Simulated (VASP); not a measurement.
# Sb (P6_3/mmc) in VASP: further runs

Sb is run at these levels: PBE; tasks: single point.

Program: VASP 6.6.1. These are calculated values, not measurements. Logs are shortened: lines on timing, memory, paths and dates and some standing lists are left out, and cuts for length are marked.

## (1) The cell of the first run

The structure is hexagonal, space group P6_3/mmc (No. 194). Conventional cell: a = 4.400 Å, b = 4.400 Å, c = 7.259 Å, α = 90.00°, β = 90.00°, γ = 120.00°. Within 3.6 Å of Sb (site symmetry 3m) lie 4 Sb at 2.70 to 2.72 Å.

This isn't the form of Sb at room conditions, which is rhombohedral.

## (2) Single point, PBE

The input, INCAR:

```
SYSTEM = Sb
ALGO = Normal
EDIFF = 1E-7
ENCUT = 520
GGA = PE
ISIF = 2
ISMEAR = 0
LASPH = .True.
LCHARG = .True.
LELF = .True.
LREAL = .False.
LVHAR = .True.
LWAVE = .False.
NBANDS = 18
NELM = 80
PREC = Accurate
SIGMA = 0.1
```

The input, KPOINTS:

```
k-points
0
Gamma
  6 6 4
  0 0 0
```

The input, POSCAR:

```
Sb
1.0
    4.3996000742      0.0000000000      0.0000000000
   -2.1998000371      3.8101654308      0.0000000000
    0.0000000000      0.0000000000      7.2593401225
Sb
4
Direct
    0.3333333333      0.6666666667      0.4375000000
    0.6666666667      0.3333333333      0.9375000000
    0.6666666667      0.3333333333      0.5625000000
    0.3333333333      0.6666666667      0.0625000000
```

Potentials or basis: VASP PAW PBE potentials, release 64 (Sb).

On the command line:

```sh
$ cat potpaw_PBE.64/Sb/POTCAR > POTCAR
$ mpirun -np 1 vasp_std > vasp.out
```

OUTCAR:

```text
SYSTEM = Sb
   EDIFF = 1E-7
   ENCUT = 520
   GGA = PE
   ISIF = 2
   ISMEAR = 0
   LASPH = .True.
   LREAL = .False.
   NELM = 80
   PREC = Accurate

 ion  position               nearest neighbor table
   1  0.333  0.667  0.438-   3 2.70   3 2.70   3 2.70   4 2.72
   2  0.667  0.333  0.938-   4 2.70   4 2.70   4 2.70   3 2.72
   3  0.667  0.333  0.562-   1 2.70   1 2.70   1 2.70   2 2.72
   4  0.333  0.667  0.062-   2 2.70   2 2.70   2 2.70   1 2.72

  LATTYP: Found a hexagonal cell.
 ALAT       =     4.3996000742
 C/A-ratio  =     1.6500000000

  Lattice vectors:

 A1 = (   4.3996000742,   0.0000000000,   0.0000000000)
 A2 = (  -2.1998000371,   3.8101654308,   0.0000000000)
 A3 = (   0.0000000000,   0.0000000000,   7.2593401225)

Analysis of symmetry for initial positions (statically):
=====================================================================
 Subroutine PRICEL returns:
 Original cell was already a primitive cell.

 Routine SETGRP: Setting up the symmetry group for a
 hexagonal supercell.

 Subroutine GETGRP returns: Found 24 space group operations
 (whereof 12 operations were pure point group operations)
 out of a pool of 24 trial point group operations.

The static configuration has the point symmetry D_3d.
 The point group associated with its full space group is D_6h.

Analysis of symmetry for dynamics (positions and initial velocities):
=====================================================================
 Subroutine PRICEL returns:
 Original cell was already a primitive cell.

 Routine SETGRP: Setting up the symmetry group for a
 hexagonal supercell.

 Subroutine GETGRP returns: Found 24 space group operations
 (whereof 12 operations were pure point group operations)
 out of a pool of 24 trial point group operations.

The dynamic configuration has the point symmetry D_3d.
 The point group associated with its full space group is D_6h.

 Subroutine INISYM returns: Found 24 space group operations
 (whereof 12 operations are pure point group operations),
 and found     1 'primitive' translations

----------------------------------------------------------------------------------------

                                     Primitive cell

  volume of cell :     121.6898

  direct lattice vectors                    reciprocal lattice vectors
     4.399600074  0.000000000  0.000000000     0.227293386  0.131227898  0.000000000
    -2.199800037  3.810165431  0.000000000     0.000000000  0.262455796  0.000000000
     0.000000000  0.000000000  7.259340123     0.000000000  0.000000000  0.137753568

  length of vectors
     4.399600074  4.399600074  7.259340123     0.262455796  0.262455796  0.137753568

  position of ions in fractional coordinates (direct lattice)
     0.333333333  0.666666667  0.437500000
     0.666666667  0.333333333  0.937500000
     0.666666667  0.333333333  0.562500000
     0.333333333  0.666666667  0.062500000

  ion indices of the primitive-cell ions
   primitive index   ion index
                 1           1
                 2           2
                 3           3
                 4           4

----------------------------------------------------------------------------------------

 KPOINTS: k-points

Automatic generation of k-mesh.
 Grid dimensions read from file:
 generate k-points for:    6    6    4

 Generating k-lattice:

  Cartesian coordinates                     Fractional coordinates (reciprocal lattice)
     0.037882231  0.021871316  0.000000000     0.166666667 -0.000000000  0.000000000
     0.000000000  0.043742633  0.000000000     0.000000000  0.166666667  0.000000000
     0.000000000  0.000000000  0.034438392     0.000000000  0.000000000  0.250000000

  Length of vectors
     0.043742633  0.043742633  0.034438392

  Shift w.r.t. Gamma in fractional coordinates (k-lattice)
     0.000000000  0.000000000  0.000000000

 Subroutine IBZKPT returns following result:
 ===========================================

 Found     21 irreducible k-points:

 Following reciprocal coordinates:
            Coordinates               Weight
  0.000000  0.000000  0.000000      1.000000
  0.166667 -0.000000  0.000000      6.000000
  0.333333 -0.000000  0.000000      6.000000
  0.500000 -0.000000  0.000000      3.000000
  0.166667  0.166667  0.000000      6.000000
  0.333333  0.166667  0.000000     12.000000
[... 13 lines left out ...]
  0.333333  0.166667  0.500000     12.000000
  0.333333  0.333333  0.500000      2.000000
   k-points           NKPTS =     21   k-points in BZ     NKDIM =     21   number of bands    NBANDS=     18
   number of dos      NEDOS =    301   number of ions     NIONS =      4
   total plane-waves  NPLWV =  69984
   dimension x,y,z NGX =    36 NGY =   36 NGZ =   54
   dimension x,y,z NGXF=    72 NGYF=   72 NGZF=  108
   ions per type =               4
   NGX,Y,Z   is equivalent  to a cutoff of  13.60, 13.60, 12.37 a.u.
   NGXF,Y,Z  is equivalent  to a cutoff of  27.21, 27.21, 24.73 a.u.
 SYSTEM =  Sb
   PREC   = accura    normal or accurate (medium, high low for compatibility)
   ISTART =      0    job   : 0-new  1-cont  2-samecut
   ICHARG =      2    charge: 1-file 2-atom 10-const
   ISPIN  =      1    spin polarized calculation?
   LNONCOLLINEAR =      F non collinear calculations
   LSORBIT =      F    spin-orbit coupling
   LASPH  =      T    aspherical Exc in radial PAW
   ENCUT  =  520.0 eV  38.22 Ry    6.18 a.u.   8.18  8.18 13.50*2*pi/ulx,y,z
   NELM   =     80;   NELMIN=  2; NELMDL= -5     # of ELM steps
   EDIFF  = 0.1E-06   stopping-criterion for ELM
   LREAL  =      F    real-space projection
   EDIFFG = 0.1E-05   stopping-criterion for IOM
   NSW    =      0    number of steps for IOM
   IBRION =     -1    ionic relax: 0-MD 1-quasi-New 2-CG
   NFREE  =      0    steps in history (QN), initial steepest desc. (CG)
   ISIF   =      2    stress and relaxation
   ISYM   =      2    0-nonsym 1-usesym 2-fastsym
   POTIM  = 0.5000    time-step for ionic-motion
   TEBEG  =    0.0;   TEEND  =   0.0 temperature during run
   PSTRESS=    0.0 pullay stress
   NELECT =      20.0000    total number of electrons
   NUPDOWN=      -1.0000    fix difference up-down
   EMIN   =  10.00;   EMAX   =-10.00  energy-range for DOS
   EFERMI =   0.00;   METHOD = LEGACY
   ISMEAR =     0;   SIGMA  =   0.10  broadening in eV -4-tet -1-fermi 0-gaus
   EFERMI_NEDOS =   21; number of points for ismear=-14 and -15
   IALGO  =     38    algorithm
   IMIX   =      4    mixing-type and parameters
     AMIX     =   0.40;   BMIX     =  1.00
     AMIX_MAG =   1.60;   BMIX_MAG =  1.00
  volume/ion in A,a.u.               =      30.42       205.30
  Fermi-wavevector in a.u.,A,eV,Ry     =   0.896740  1.694594 10.941036  0.804143
  Thomas-Fermi vector in A             =   2.019237
   LORBIT       =      0    0 simple, 1 ext, 2 COOP (PROOUT), +10 PAW based schemes
   GGA     = PE    functional components
   LHFCALC =     F    Hartree Fock is set to
   AEXX    =    0.0000 exact exchange contribution
   IVDW    =     0    specifies the selected vdW correction
   LEPSILON=     F    determine dielectric tensor
   LRPA    =     F    only Hartree local field effects (RPA)
 non-spin polarized calculation
 Gauss-broadening in eV      SIGMA  =   0.10
  energy-cutoff  :      520.00
  volume of cell :      121.69
 maximum number of plane-waves:      3297
 NGX is ok and might be reduce to    36
   NGX = 17   NGY = 17   NGZ = 27

 number of electron      19.9999999 magnetization

 Free energy of the ion-electron system (eV)
  ---------------------------------------------------
  ext. energy  EPLUGINS =         0.00000000
  ---------------------------------------------------
  free energy    TOTEN  =       -13.01772571 eV

  energy without entropy =      -13.00961747  energy(sigma->0) =      -13.01367159

 E-fermi :   7.7113     XC(G=0):  -9.2791

 val. band max:        7.6906271451   @ k =   0.5000  -0.0000   0.5000
 cond. band min:       7.8481325816   @ k =   0.0000   0.0000   0.0000
 fundamental gap:      0.1575054365
 Fermi energy:         7.7112602335

 k-point     1 :       0.0000    0.0000    0.0000
  band No.  band energies     occupation
      1      -6.3337      2.00000
      2      -4.7560      2.00000
      3      -1.5764      2.00000
      4       3.9329      2.00000
      5       3.9329      2.00000
      6       4.0156      2.00000
[... 10 lines left out ...]
     17      12.3729      0.00000
     18      12.3729      0.00000

 k-point     2 :       0.1667   -0.0000    0.0000
  band No.  band energies     occupation
      1      -6.0867      2.00000
      2      -4.4906      2.00000
      3      -1.7119      2.00000
      4       2.1844      2.00000
      5       2.3761      2.00000
      6       3.5145      2.00000
[... 10 lines left out ...]
     17      12.1684      0.00000
     18      12.1922      0.00000

 k-point     3 :       0.3333   -0.0000    0.0000
  band No.  band energies     occupation
      1      -5.3965      2.00000
      2      -3.7379      2.00000
      3      -2.4400      2.00000
      4       0.0269      2.00000
      5       1.5342      2.00000
      6       2.9129      2.00000
[... 10 lines left out ...]
     17      12.1990      0.00000
     18      12.6183      0.00000

 k-point     4 :       0.5000   -0.0000    0.0000
  band No.  band energies     occupation
      1      -4.7493      2.00000
      2      -3.2333      2.00000
      3      -3.0080      2.00000
      4      -1.1987      2.00000
      5       1.5956      2.00000
      6       2.6741      2.00000
[... 10 lines left out ...]
     17      13.3788      0.00000
     18      14.3178      0.00000

 k-point     5 :       0.1667    0.1667    0.0000
  band No.  band energies     occupation
      1      -5.6116      2.00000
      2      -3.9747      2.00000
      3      -2.1616      2.00000
      4       0.6154      2.00000
      5       1.7514      2.00000
      6       2.5972      2.00000
[... 10 lines left out ...]
     17      12.2656      0.00000
     18      12.3535      0.00000

 k-point     6 :       0.3333    0.1667    0.0000
  band No.  band energies     occupation
      1      -4.7963      2.00000
      2      -3.1160      2.00000
      3      -3.0648      2.00000
      4      -1.0116      2.00000
      5       1.6334      2.00000
      6       2.1196      2.00000
[... 10 lines left out ...]
     17      12.4177      0.00000
     18      13.5473      0.00000

 k-point     7 :       0.3333    0.3333    0.0000
  band No.  band energies     occupation
      1      -3.9616      2.00000
      2      -3.9616      2.00000
      3      -2.0870      2.00000
      4      -2.0870      2.00000
      5       1.3343      2.00000
      6       2.4858      2.00000
[... 10 lines left out ...]
     17      11.9894      0.00000
     18      11.9894      0.00000

 k-point     8 :       0.0000    0.0000    0.2500
  band No.  band energies     occupation
      1      -6.1806      2.00000
      2      -5.1290      2.00000
      3      -0.8887      2.00000
      4       2.5059      2.00000
      5       4.0691      2.00000
      6       4.0691      2.00000
[... 10 lines left out ...]
     17      12.2744      0.00000
     18      12.7757      0.00000
[... 166 lines left out ...]
     17      12.9586      0.00000
     18      12.9586      0.00000

 k-point    17 :       0.3333   -0.0000    0.5000
  band No.  band energies     occupation
      1      -4.8207      2.00000
      2      -4.8207      2.00000
      3      -1.1209      2.00000
      4      -1.1209      2.00000
      5       2.9567      2.00000
      6       2.9567      2.00000
[... 10 lines left out ...]
     17      12.9876      0.00000
     18      12.9876      0.00000

 k-point    18 :       0.5000   -0.0000    0.5000
  band No.  band energies     occupation
      1      -4.2382      2.00000
      2      -4.2382      2.00000
      3      -2.0556      2.00000
      4      -2.0556      2.00000
      5       3.0912      2.00000
      6       3.0912      2.00000
[... 10 lines left out ...]
     17      14.4917      0.00000
     18      14.4917      0.00000

 k-point    19 :       0.1667    0.1667    0.5000
  band No.  band energies     occupation
      1      -5.0283      2.00000
      2      -5.0283      2.00000
      3      -0.6935      2.00000
      4      -0.6935      2.00000
      5       3.0444      2.00000
      6       3.0444      2.00000
[... 10 lines left out ...]
     17      13.3687      0.00000
     18      13.3687      0.00000

 k-point    20 :       0.3333    0.1667    0.5000
  band No.  band energies     occupation
      1      -4.2742      2.00000
      2      -4.2742      2.00000
      3      -1.9134      2.00000
      4      -1.9134      2.00000
      5       2.4322      2.00000
      6       2.4322      2.00000
[... 10 lines left out ...]
     17      13.8776      0.00000
     18      13.8776      0.00000

 k-point    21 :       0.3333    0.3333    0.5000
  band No.  band energies     occupation
      1      -3.8369      2.00000
      2      -3.8369      2.00000
      3      -2.4113      2.00000
      4      -2.4113      2.00000
      5       1.8842      2.00000
      6       1.8842      2.00000
[... 10 lines left out ...]
     17      12.3583      0.00000
     18      12.3583      0.00000

------------------------ aborting loop because EDIFF is reached ----------------------------------------

  FORCE on cell =-STRESS in cart. coord.  units (eV):
  Direction    XX          YY          ZZ          XY          YZ          ZX
  --------------------------------------------------------------------------------------
  -------------------------------------------------------------------------------------
  Total       17.7469584     17.7469584     15.7446680      0.0000000      0.0000000      0.0000000
  in kB      233.6578282    233.6578283    207.2955174      0.0000000      0.0000000      0.0000000
  external PRESSURE =     224.8703913 kB  Pullay stress =       0.0000000 kB

 VOLUME and BASIS-vectors are now :
 -----------------------------------------------------------------------------
  energy-cutoff  :      520.00
  volume of cell :      121.69
      direct lattice vectors                 reciprocal lattice vectors
     4.399600074  0.000000000  0.000000000     0.227293386  0.131227898  0.000000000
    -2.199800037  3.810165431  0.000000000     0.000000000  0.262455796  0.000000000
     0.000000000  0.000000000  7.259340123     0.000000000  0.000000000  0.137753568

 POSITION                                       TOTAL-FORCE (eV/Angst)
 -----------------------------------------------------------------------------------
     -0.00000      2.54011      3.17596        -0.000000      0.000000     -0.385315
      2.19980      1.27006      6.80563         0.000000     -0.000000     -0.385315
      2.19980      1.27006      4.08338         0.000000     -0.000000      0.385315
     -0.00000      2.54011      0.45371        -0.000000      0.000000      0.385315
 -----------------------------------------------------------------------------------
    total drift:                                0.000000     -0.000000      0.000000

  FREE ENERGIE OF THE ION-ELECTRON SYSTEM (eV)
  ---------------------------------------------------
  free  energy   TOTEN  =       -13.0177257121 eV

  energy  without entropy=      -13.0096174717  energy(sigma->0) =      -13.01367159
```

Run time: 60 s. Hardware: 1 thread of AMD EPYC 7R13, shared host; peak memory 0.21 GiB.

Results:

```
Free energy            : -13.0177 eV
Pressure               : 22.5 GPa
Largest force          : 0.385 eV/Å
Band gap on the k mesh : zero (bands 10 and 11 overlap by 1.39 eV)
```

Forces on the atoms (eV/Å):
```
Sb   0.000  0.000 -0.385
Sb   0.000  0.000 -0.385
Sb   0.000  0.000  0.385
Sb   0.000  0.000  0.385
```

Caveat: the cell stands under pressure; spin-orbit coupling is left out, which moves the levels of the heavy elements.

## (3) Single point, PBE

This run uses another cell than the first one, of 38.94 Å³/atom.

The input, INCAR:

```
SYSTEM = Sb
ALGO     = Normal         ! electronic algorithm
EDIFF    = 1E-6           ! SCF threshold, eV
ENCUT    = 520            ! plane-wave cutoff, eV
GGA      = PE             ! functional
ISIF     = 2              ! what is computed and relaxed
ISMEAR   = 0              ! smearing method
LASPH    = .True.         ! aspherical terms in the spheres
LCHARG   = .False.        ! write CHGCAR
LREAL    = .False.        ! projectors in reciprocal space
LWAVE    = .False.        ! write WAVECAR
NBANDS   = 18             ! bands
NELM     = 80             ! most SCF steps
PREC     = Accurate       ! precision mode
SIGMA    = 0.1            ! smearing width, eV
```

KPOINTS is that of step 2.

The input, POSCAR:

```
Sb
1.0
    5.2720276146      0.0000000000      0.0000000000
   -2.6360138073      4.5657098437      0.0000000000
    0.0000000000      0.0000000000      6.4701593161
Sb
4
Direct
    0.3333333333      0.6666666667      0.4746266825
    0.6666666667      0.3333333333      0.9746266825
    0.6666666667      0.3333333333      0.5253733175
    0.3333333333      0.6666666667      0.0253733175
```

Potentials or basis: VASP PAW PBE potentials, release 64 (Sb).

On the command line:

```sh
$ cat potpaw_PBE.64/Sb/POTCAR > POTCAR
$ mpirun -np 1 vasp_std > vasp.out
```

Run time: 67 s. Hardware: 1 thread of AMD EPYC 7R13, shared host; peak memory 0.23 GiB.

It converged, with:

- Free energy: -15.9454 eV
- Pressure: 0.0 GPa
- Largest force: 0.021 eV/Å
- Band gap on the k mesh: zero (bands 10 and 11 overlap by 0.26 eV)

Forces on the atoms (eV/Å):
```
Sb   0.000  0.000  0.021
Sb   0.000  0.000  0.021
Sb   0.000  0.000 -0.021
Sb   0.000  0.000 -0.021
```

Stress tensor (GPa, compression positive):
```
-0.03  0.00  0.00
 0.00 -0.03  0.00
 0.00  0.00  0.11
```

Levels at points of the mesh, in eV from the Fermi level:
| k point | band 6 | band 7 | band 8 | band 9 | band 10 | band 11 | band 12 | band 13 | band 14 | band 15 |
| --- | --- | --- | --- | --- | --- | --- | --- | --- | --- | --- |
| (0.00, 0.00, 0.00) | -3.57 | -3.57 | -1.96 | -1.83 | -1.83 | -0.16 | -0.16 | 1.95 | 1.95 | 2.83 |
| (0.50, 0.00, 0.00) | -4.24 | -3.40 | -2.47 | -2.43 | -0.57 | 1.48 | 1.90 | 3.44 | 3.69 | 3.79 |
| (0.00, 0.00, 0.50) | -2.87 | -2.87 | -2.87 | -1.99 | -1.99 | 0.72 | 0.72 | 0.72 | 0.72 | 1.83 |
| (0.50, 0.00, 0.50) | -3.52 | -2.23 | -2.23 | -1.20 | -1.20 | 0.40 | 0.40 | 2.44 | 2.44 | 3.12 |

Caveat: spin-orbit coupling is left out, which moves the levels of the heavy elements.

The gap in the log of VASP goes by the Fermi energy; the results here count the filled bands.